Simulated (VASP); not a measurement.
# CaSe (I4/mmm) in VASP: electric field gradients with LDA

Aim: the electric field gradients of CaSe with LDA.

Program: VASP 6.6.1. These are calculated values, not measurements. Logs are shortened: lines on timing, memory, paths and dates and some standing lists are left out, and cuts for length are marked.

### Step 1. The cell of the first run

Symmetry: I4/mmm, No. 139, tetragonal system. The conventional cell has a = 4.265 Å, b = 4.265 Å, c = 5.762 Å, α = 90.00°, β = 90.00°, γ = 90.00°. Ca (site symmetry 4/mmm) has 6 Se at 2.88 to 3.02 Å within 3.8 Å. Se (site symmetry 4/mmm) has 6 Ca at 2.88 to 3.02 Å within 3.8 Å.

### Step 2. Electric field gradients, LDA (z stretched by -3 % at fixed volume)

INCAR reads:

```
PREC     = Accurate       # precision mode
ENCUT    = 520            # plane-wave cutoff, eV
EDIFF    = 1E-8           # SCF threshold, eV
ISMEAR   = -1             # smearing method
SIGMA    = 0.03           # smearing width, eV
LREAL    = False          # projectors in reciprocal space
LASPH    = True           # aspherical terms in the spheres
NELM     = 100            # most SCF steps
ALGO     = Normal         # electronic algorithm
ISIF     = 2              # what is computed and relaxed
LWAVE    = False          # write WAVECAR
LCHARG   = False          # write CHGCAR
GGA      = CA             # functional
LEFG     = True         
NBANDS   = 15             # bands
```

KPOINTS reads:

```
Automatic mesh
0
Gamma
  9 9 9
```

POSCAR reads:

```
CaSe
1.0
    0.0000000000      3.0158198696      2.8811309620
    3.0158198696      0.0000000000      2.8811309620
    3.0158198696      3.0158198696      0.0000000000
Ca Se
1 1
Direct
    0.0000000000      0.0000000000      0.0000000000
    0.5000000000      0.5000000000      0.5000000000
```

Potentials or basis: VASP PAW LDA potentials, release 64 (Ca_sv, Se).

On the command line:

```sh
> cat potpaw_LDA.64/Ca_sv/POTCAR potpaw_LDA.64/Se/POTCAR > POTCAR
> mpirun -np 1 vasp_std > vasp.out
```

OUTCAR:

```text
PREC = Accurate
   ENCUT = 520
   EDIFF = 1E-8
   ISMEAR = -1
   LREAL = False
   LASPH = True
   NELM = 100
   ISIF = 2
   GGA = CA

 ion  position               nearest neighbor table
   1  0.000  0.000  0.000-   2 2.88   2 2.88
   2  0.500  0.500  0.500-   1 2.88   1 2.88

  LATTYP: Found a body centered tetragonal cell.
 ALAT       =     4.2650133613
 C/A-ratio  =     1.3510536629

  Lattice vectors:

 A1 = (   0.0000000000,  -3.0158198696,  -2.8811309620)
 A2 = (   0.0000000000,   3.0158198696,  -2.8811309620)
 A3 = (   3.0158198696,   0.0000000000,   2.8811309620)

Analysis of symmetry for initial positions (statically):
=====================================================================
 Subroutine PRICEL returns:
 Original cell was already a primitive cell.

 Routine SETGRP: Setting up the symmetry group for a
 body centered tetragonal supercell.

 Subroutine GETGRP returns: Found 16 space group operations
 (whereof 16 operations were pure point group operations)
 out of a pool of 16 trial point group operations.

The static configuration has the point symmetry D_4h.

Analysis of symmetry for dynamics (positions and initial velocities):
=====================================================================
 Subroutine PRICEL returns:
 Original cell was already a primitive cell.

 Routine SETGRP: Setting up the symmetry group for a
 body centered tetragonal supercell.

 Subroutine GETGRP returns: Found 16 space group operations
 (whereof 16 operations were pure point group operations)
 out of a pool of 16 trial point group operations.

The dynamic configuration has the point symmetry D_4h.

 Subroutine INISYM returns: Found 16 space group operations
 (whereof 16 operations are pure point group operations),
 and found     1 'primitive' translations

----------------------------------------------------------------------------------------

                                     Primitive cell

  volume of cell :      52.4087

  direct lattice vectors                    reciprocal lattice vectors
     0.000000000  3.015819870  2.881130962    -0.165792395  0.165792395  0.173542962
     3.015819870  0.000000000  2.881130962     0.165792395 -0.165792395  0.173542962
     3.015819870  3.015819870  0.000000000     0.165792395  0.165792395 -0.173542962

  length of vectors
     4.170861435  4.170861435  4.265013361     0.291704296  0.291704296  0.291704296

  position of ions in fractional coordinates (direct lattice)
     0.000000000  0.000000000  0.000000000
     0.500000000  0.500000000  0.500000000

  ion indices of the primitive-cell ions
   primitive index   ion index
                 1           1
                 2           2

----------------------------------------------------------------------------------------

 KPOINTS: Automatic mesh

Automatic generation of k-mesh.
 Grid dimensions read from file:
 generate k-points for:    9    9    9

 Generating k-lattice:

  Cartesian coordinates                     Fractional coordinates (reciprocal lattice)
    -0.018421377  0.018421377  0.019282551     0.111111111 -0.000000000  0.000000000
     0.018421377 -0.018421377  0.019282551    -0.000000000  0.111111111  0.000000000
     0.018421377  0.018421377 -0.019282551     0.000000000  0.000000000  0.111111111

  Length of vectors
     0.032411588  0.032411588  0.032411588

  Shift w.r.t. Gamma in fractional coordinates (k-lattice)
     0.000000000  0.000000000  0.000000000

 Subroutine IBZKPT returns following result:
 ===========================================

 Found     75 irreducible k-points:

 Following reciprocal coordinates:
            Coordinates               Weight
  0.000000  0.000000  0.000000      1.000000
  0.111111  0.000000  0.000000      8.000000
  0.222222 -0.000000  0.000000      8.000000
  0.333333  0.000000  0.000000      8.000000
  0.444444 -0.000000  0.000000      8.000000
  0.111111  0.111111  0.000000      2.000000
[... 16 lines left out ...]
 -0.333333  0.333333  0.000000      4.000000
  0.444444  0.444444  0.000000      2.000000
 [... further k-points ...]
   k-points           NKPTS =     75   k-points in BZ     NKDIM =     75   number of bands    NBANDS=     15
   number of dos      NEDOS =    301   number of ions     NIONS =      2
   total plane-waves  NPLWV =  32768
   dimension x,y,z NGX =    32 NGY =   32 NGZ =   32
   dimension x,y,z NGXF=    64 NGYF=   64 NGZF=   64
   ions per type =               1   1
   NGX,Y,Z   is equivalent  to a cutoff of  12.75, 12.75, 12.47 a.u.
   NGXF,Y,Z  is equivalent  to a cutoff of  25.51, 25.51, 24.95 a.u.
 SYSTEM =  unknown system
   PREC   = accura    normal or accurate (medium, high low for compatibility)
   ISTART =      0    job   : 0-new  1-cont  2-samecut
   ICHARG =      2    charge: 1-file 2-atom 10-const
   ISPIN  =      1    spin polarized calculation?
   LNONCOLLINEAR =      F non collinear calculations
   LSORBIT =      F    spin-orbit coupling
   LASPH  =      T    aspherical Exc in radial PAW
   ENCUT  =  520.0 eV  38.22 Ry    6.18 a.u.   7.76  7.76  7.93*2*pi/ulx,y,z
   NELM   =    100;   NELMIN=  2; NELMDL= -5     # of ELM steps
   EDIFF  = 0.1E-07   stopping-criterion for ELM
   LREAL  =      F    real-space projection
   EDIFFG = 0.1E-06   stopping-criterion for IOM
   NSW    =      0    number of steps for IOM
   IBRION =     -1    ionic relax: 0-MD 1-quasi-New 2-CG
   NFREE  =      0    steps in history (QN), initial steepest desc. (CG)
   ISIF   =      2    stress and relaxation
   ISYM   =      2    0-nonsym 1-usesym 2-fastsym
   POTIM  = 0.5000    time-step for ionic-motion
   TEBEG  =    0.0;   TEEND  =   0.0 temperature during run
   PSTRESS=    0.0 pullay stress
   NELECT =      16.0000    total number of electrons
   NUPDOWN=      -1.0000    fix difference up-down
   EMIN   =  10.00;   EMAX   =-10.00  energy-range for DOS
   EFERMI =   0.00;   METHOD = LEGACY
   ISMEAR =    -1;   SIGMA  =   0.03  broadening in eV -4-tet -1-fermi 0-gaus
   EFERMI_NEDOS =   21; number of points for ismear=-14 and -15
   IALGO  =     38    algorithm
   IMIX   =      4    mixing-type and parameters
     AMIX     =   0.40;   BMIX     =  1.00
     AMIX_MAG =   1.60;   BMIX_MAG =  1.00
  volume/ion in A,a.u.               =      26.20       176.84
  Fermi-wavevector in a.u.,A,eV,Ry     =   1.102335  2.083111 16.533014  1.215142
  Thomas-Fermi vector in A             =   2.238776
   LORBIT       =      0    0 simple, 1 ext, 2 COOP (PROOUT), +10 PAW based schemes
   GGA     = CA    functional components
   LHFCALC =     F    Hartree Fock is set to
   AEXX    =    0.0000 exact exchange contribution
   IVDW    =     0    specifies the selected vdW correction
   LEPSILON=     F    determine dielectric tensor
   LRPA    =     F    only Hartree local field effects (RPA)
 non-spin polarized calculation
  energy-cutoff  :      520.00
  volume of cell :       52.41
 maximum number of plane-waves:      1426
   NGX = 15   NGY = 15   NGZ = 15

 number of electron      15.9999998 magnetization

 Free energy of the ion-electron system (eV)
  ---------------------------------------------------
  ext. energy  EPLUGINS =         0.00000000
  ---------------------------------------------------
  free energy    TOTEN  =       -10.52336668 eV

  energy without entropy =      -10.52336668  energy(sigma->0) =      -10.52336668

 E-fermi :   2.9153     XC(G=0):  -9.4402

 val. band max:        2.2702202628   @ k =   0.0000   0.0000   0.0000
 cond. band min:       4.1739567235   @ k =   0.4444   0.4444   0.0000
 fundamental gap:      1.9037364607
 Fermi energy:         2.9153425364

 k-point     1 :       0.0000    0.0000    0.0000
  band No.  band energies     occupation
      1     -37.0474      2.00000
      2     -18.3396      2.00000
      3     -18.3396      2.00000
      4     -18.3335      2.00000
      5      -9.5421      2.00000
      6       2.2523      2.00000
      7       2.2523      2.00000
      8       2.2702      2.00000
      9       5.2174      0.00000
     10       5.7167      0.00000
     11       5.7167      0.00000
     12       6.0083      0.00000
     13       6.3235      0.00000
     14       6.5823      0.00000
     15      11.8256      0.00000

 k-point     2 :       0.1111    0.0000    0.0000
  band No.  band energies     occupation
      1     -37.0466      2.00000
      2     -18.3517      2.00000
      3     -18.3410      2.00000
      4     -18.3358      2.00000
      5      -9.4688      2.00000
      6       1.6034      2.00000
      7       2.0516      2.00000
      8       2.0674      2.00000
      9       5.5939      0.00000
     10       5.9015      0.00000
     11       6.0110      0.00000
     12       6.2069      0.00000
     13       6.6376      0.00000
     14       6.9476      0.00000
     15      11.9833      0.00000

 k-point     3 :       0.2222   -0.0000    0.0000
  band No.  band energies     occupation
      1     -37.0445      2.00000
      2     -18.3863      2.00000
      3     -18.3446      2.00000
      4     -18.3374      2.00000
      5      -9.2758      2.00000
      6       0.4914      2.00000
      7       1.6407      2.00000
      8       1.6596      2.00000
      9       5.7443      0.00000
     10       6.3463      0.00000
     11       6.4572      0.00000
     12       7.2842      0.00000
     13       7.4462      0.00000
     14       7.8884      0.00000
     15      11.5864      0.00000
[... 343 lines left out ...]
 k-point    23 :      -0.3333    0.3333    0.0000
  band No.  band energies     occupation
      1     -37.0384      2.00000
      2     -18.4076      2.00000
      3     -18.3954      2.00000
      4     -18.3632      2.00000
      5      -8.8946      2.00000
      6      -0.1320      2.00000
      7       0.2939      2.00000
      8       1.0521      2.00000
      9       5.9851      0.00000
     10       7.4241      0.00000
     11       7.4757      0.00000
     12       7.7217      0.00000
     13       8.5781      0.00000
     14       9.0039      0.00000
     15      11.0896      0.00000

 k-point    24 :       0.4444    0.4444    0.0000
  band No.  band energies     occupation
      1     -37.0375      2.00000
      2     -18.4183      2.00000
      3     -18.3769      2.00000
      4     -18.3769      2.00000
      5      -8.9528      2.00000
      6      -0.1778      2.00000
      7       1.2329      2.00000
      8       1.2329      2.00000
      9       4.1740      0.00000
     10       7.0549      0.00000
     11       7.2029      0.00000
     12       8.0986      0.00000
     13       8.0986      0.00000
     14       8.2457      0.00000
     15      12.1845      0.00000

 [... further k-points ...]
[... 5 lines left out ...]
  --------------------------------------------------------------------------------------
  -------------------------------------------------------------------------------------
  Total       -1.4987242     -1.4987242     -0.2085523      0.0000000     -0.0000000     -0.0000000
  in kB      -45.8171949    -45.8171949     -6.3756114      0.0000000     -0.0000000     -0.0000000
  external PRESSURE =     -32.6700004 kB  Pullay stress =       0.0000000 kB

 VOLUME and BASIS-vectors are now :
 -----------------------------------------------------------------------------
  energy-cutoff  :      520.00
  volume of cell :       52.41
      direct lattice vectors                 reciprocal lattice vectors
     0.000000000  3.015819870  2.881130962    -0.165792395  0.165792395  0.173542962
     3.015819870  0.000000000  2.881130962     0.165792395 -0.165792395  0.173542962
     3.015819870  3.015819870  0.000000000     0.165792395  0.165792395 -0.173542962

 POSITION                                       TOTAL-FORCE (eV/Angst)
 -----------------------------------------------------------------------------------
      0.00000      0.00000      0.00000         0.000000     -0.000000      0.000000
      3.01582      3.01582      2.88113        -0.000000      0.000000     -0.000000
 -----------------------------------------------------------------------------------
    total drift:                                0.000000     -0.000000     -0.000000

  FREE ENERGIE OF THE ION-ELECTRON SYSTEM (eV)
  ---------------------------------------------------
  free  energy   TOTEN  =       -10.5233666774 eV

  energy  without entropy=      -10.5233666774  energy(sigma->0) =      -10.52336668

 Electric field gradients (V/A^2)
---------------------------------------------------------------------
 ion       V_xx      V_yy      V_zz      V_xy      V_xz      V_yz
---------------------------------------------------------------------
   1       8.142     8.142   -16.284     0.000     0.000     0.000
   2      15.650    15.650   -31.300     0.000     0.001     0.001
---------------------------------------------------------------------

 Electric field gradients after diagonalization (V/A^2)
 (convention: |V_zz| > |V_xx| > |V_yy|)
----------------------------------------------------------------------
 ion       V_xx      V_yy      V_zz     asymmetry (V_yy - V_xx)/ V_zz
----------------------------------------------------------------------
   1       8.142     8.142   -16.284       0.000
   2      15.650    15.650   -31.300       0.000
----------------------------------------------------------------------

           NMR quadrupolar parameters

 Cq : quadrupolar parameter    Cq=e*Q*V_zz/h
 eta: asymmetry parameters     (V_yy - V_xx)/ V_zz
 Q  : nuclear electric quadrupole moment in mb (millibarn)
----------------------------------------------------------------------
 ion       Cq(MHz)       eta       Q (mb)
----------------------------------------------------------------------
   1      -0.039       0.000       1.000
   2      -0.076       0.000       1.000
----------------------------------------------------------------------
```

Run time: 22 s. Hardware: 1 thread of Intel Xeon Platinum 8488C (Sapphire Rapids), shared host; peak memory 0.19 GiB.

What came out:

```yaml
Free_energy: -10.5234 eV
Pressure: -3.3 GPa
Band_gap_on_the_k_mesh: 1.90 eV (least direct gap 2.76 eV)
Largest_electric_field_gradient_by_atom: Ca -16.3; Se -31.3 V/Å²
```

Electric field gradients, principal values (V/Å²):
```csv
atom,least,middle,greatest (by size)
1 Ca,8.142,8.142,-16.284
2 Se,15.650,15.650,-31.300
```

Caveat: the cell stands under tension; without QUAD_EFG the Cq values of the log hold for a quadrupole moment of 1 mb, not for the nuclei.
